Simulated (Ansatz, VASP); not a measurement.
## WC in VASP and in Ansatz

Contents of INCAR:

```
SYSTEM = WC
ALGO     = Normal         ! electronic algorithm
EDIFF    = 1E-7           ! SCF threshold, eV
ENCUT    = 520            ! plane-wave cutoff, eV
GGA      = PS             ! functional
ISIF     = 2              ! what is computed and relaxed
ISMEAR   = 0              ! smearing method
LASPH    = .True.         ! aspherical terms in the spheres
LCHARG   = .False.        ! write CHGCAR
LREAL    = .False.        ! projectors in reciprocal space
LWAVE    = .False.        ! write WAVECAR
NBANDS   = 16             ! bands
NELM     = 80             ! most SCF steps
PREC     = Accurate       ! precision mode
SIGMA    = 0.15           ! smearing width, eV
```

KPOINTS

```
k-points
0
Gamma
  18 18 16
  0 0 0
```

POSCAR

```
WC
1.0
    2.9585114647      0.0000000000      0.0000000000
   -1.4792557324      2.4616697687      0.0000000000
    0.0000000000      0.0000000000      2.8290000000
W C
1 1
Direct
    0.0000000000      0.0000000000      0.0000000000
    0.6666666667      0.3333333333      0.5000000000
```

Input for Ansatz:

```yaml
crystal:
  lattice:
    - [2.9585114647, 0.0, 0.0]
    - [-1.4792557324, 2.4616697687, 0.0]
    - [0.0, 0.0, 2.829]
  atoms:
    - { symbol: W, position: [0.0, 0.0, 0.0] }
    - { symbol: C, position: [0.6666666667, 0.3333333333, 0.5] }
basis:
  ecutwfc: 420
kpoints:
  mp_grid: { grid: [18, 18, 16] }
hamiltonian:
  xc: pbesol
scf:
  occupations: { method: gaussian, width: 0.15 }
output:
  forces: true
  stress: true
  eigenvalues: true
```

Change from the starting cell: strain +0.0200 x Voigt [1, -1, 0, 0, 0, 0], atoms carried along.

Alike in both runs: task single point; functional PBEsol; k mesh 18 × 18 × 16; occupations gaussian, width 0.15 eV; no spin polarisation.

|  | VASP | Ansatz |
| --- | --- | --- |
| version | VASP 6.6.1 | Ansatz 0.2.0 |
| potentials or method | VASP PAW PBE potentials, release 64 (W_sv, C), cutoff 520 eV | scalar-relativistic, plane waves, PAW |
| valence electrons in the cell | 18 | 18 |

|  | VASP | Ansatz | Ansatz less VASP |
| --- | --- | --- | --- |
| gap on the k mesh at the Fermi level (eV) | none | none | - |
| pressure (GPa) | 1.0 | -0.3 | -1.29 |
| traceless stress, the component that is largest in VASP (GPa) | 10.04 | 10.10 | +0.066 |
| rms of the force components (eV/Å) | 0.141 | 0.138 | -0.0035 |

VASP's potentials were made for PBE, not for PBEsol. Atom by atom the forces differ by 0.004 eV/Å (rms over components). A gap of «none» marks a metal or a gap that the smearing closes. The functional is the same, so the differences come from potentials, cutoffs and numerics.

Neither program's run includes spin-orbit coupling.
